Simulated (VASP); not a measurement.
As3P, 8 atoms in the cell. Symmetry: P6_3/mmc, No. 194, hexagonal system. Conventional cell: a = 6.148 Å, b = 6.148 Å, c = 4.935 Å, α = 90.00°, β = 90.00°, γ = 120.00°. P (site symmetry -6m2) has 12 As at 3.04 to 3.07 Å within 4.0 Å. As (site symmetry mm2) has 4 P at 3.04 to 3.07 Å and 8 As at 3.04 to 3.08 Å within 4.0 Å. 

* Program: VASP 6.6.1
* Task: relaxation of cell and atoms
* Functional: PBE
* Potentials or basis: VASP PAW PBE potentials, release 64 (P, As)
* Cutoff: 600 eV
* k mesh: 3 × 3 × 4
* Occupations: gaussian, width 0.1 eV
* Spin: no spin polarisation
* Dipole correction: no
* Further INCAR settings: ALGO = Normal; EDIFF = 1e-07; IBRION = 2; EDIFFG = -0.04; NSW = 90; ISIF = 3

Potentials or basis: VASP PAW PBE potentials, release 64 (P, As).

The run is started by

```console
$ cat potpaw_PBE.64/P/POTCAR potpaw_PBE.64/As/POTCAR > POTCAR
$ mpirun -np 1 vasp_std > vasp.out
```

Hardware: 1 thread of Intel(R) Xeon(R) 6975P-C (Granite Rapids) (shared host).

Question: Estimate the wall time of this run.

Answer: It took 2.4 min on 1 thread of Intel(R) Xeon(R) 6975P-C (Granite Rapids), with other jobs on the host, peak memory 0.33 GiB. Counts: scf iterations 64, k points 9, ion steps 8.
